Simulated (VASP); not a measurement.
Crystal: CuI.

```
CELL_PARAMETERS angstrom
0.00000 3.03150 3.03150
3.03150 0.00000 3.03150
3.03150 3.03150 0.00000
ATOMIC_POSITIONS crystal
I 0.00000 0.00000 0.00000
Cu 0.75000 0.75000 0.75000
```

```yaml
Program: VASP 6.6.1
Task: relaxation of cell and atoms
Functional: PBEsol-based screened hybrid with 25 % exact exchange
Potentials_or_basis: VASP PAW PBE potentials, release 64 (I, Cu)
Cutoff: 600 eV
k_mesh: 4 × 4 × 4
Occupations: fermi-dirac, width 0.05 eV
Spin: no spin polarisation
```

At the start: pressure -1.4 GPa; volume 27.86 Å³/atom.

Where does the relaxation end?

Over 5 steps the energy falls by 3.9 meV/atom and the volume is 26.96 Å³/atom (-3.2 %); space group F-43m (No. 216, to 0.1 Å) before and after.

Step by step:
```
step  energy change (eV)  largest force (eV/Å)  pressure (GPa)  volume (Å³)
   1              0.0000                0.0000           -1.42        55.72
   2             -0.0078                0.0000            0.19        53.75
   3             -0.0079                0.0000           -0.11        53.97
   4             -0.0079                0.0000            0.10        53.89
   5             -0.0079                0.0000           -0.05        53.92
```

Final structure:
```
I Cu
1.0
     0.00000    2.99859    2.99859
     2.99859    0.00000    2.99859
     2.99859    2.99859    0.00000
I Cu
1 1
Cartesian
  0.0000 0.0000 0.0000
  4.4979 4.4979 4.4979
```

Caveat: the k points lie up to 0.45 Å⁻¹ apart in the final cell; the PAW data sets were made with another functional, which shifts forces and pressure a little.
